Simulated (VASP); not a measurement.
A run of VASP 6.6.1 is set up as follows.

The input INCAR:

```
PREC = Accurate
ENCUT = 520
EDIFF = 1E-6
ISMEAR = 0
SIGMA = 0.15
LREAL = F
LASPH = T
NELM = 100
ALGO = Normal
ISIF = 2
LWAVE = F
LCHARG = T
GGA = CA
LELF = T
LVHAR = T
NBANDS = 10
```

KPOINTS

```
Automatic mesh
0
Gamma
  16 16 12
```

The input POSCAR:

```
MgSi
1.0
    2.9083940000      0.0000000000      0.0000000000
    0.0000000000      2.9083940000      0.0000000000
    0.0000000000      0.0000000000      4.1034270000
Mg Si
1 1
Direct
    0.0000000000      0.0000000000     -0.0548322171
    0.5000000000      0.5000000000      0.5000000000
```

Potentials or basis: VASP PAW LDA potentials, release 64 (Mg, Si).

Command:

```bash
$ cat potpaw_LDA.64/Mg/POTCAR potpaw_LDA.64/Si/POTCAR > POTCAR
$ mpirun -np 1 vasp_std > vasp.out
```

Question: What does it give for the pressure?

Answer: -2.0 GPa.

Question: Predict the band gap on the k mesh.

Answer: Zero (bands 3 and 4 overlap by 6.22 eV).

Question: Estimate the largest force.

Answer: 0.790 eV/Å.

Stress tensor (GPa, compression positive):
```
-1.17  0.00  0.00
 0.00 -1.17  0.00
 0.00  0.00 -3.79
```

Caveat: the cell differs from its parent crystal (all Mg atoms moved +0.225 Å, as atom 1 towards its neighbour atom 1 (Mg) at 4.103 Å).
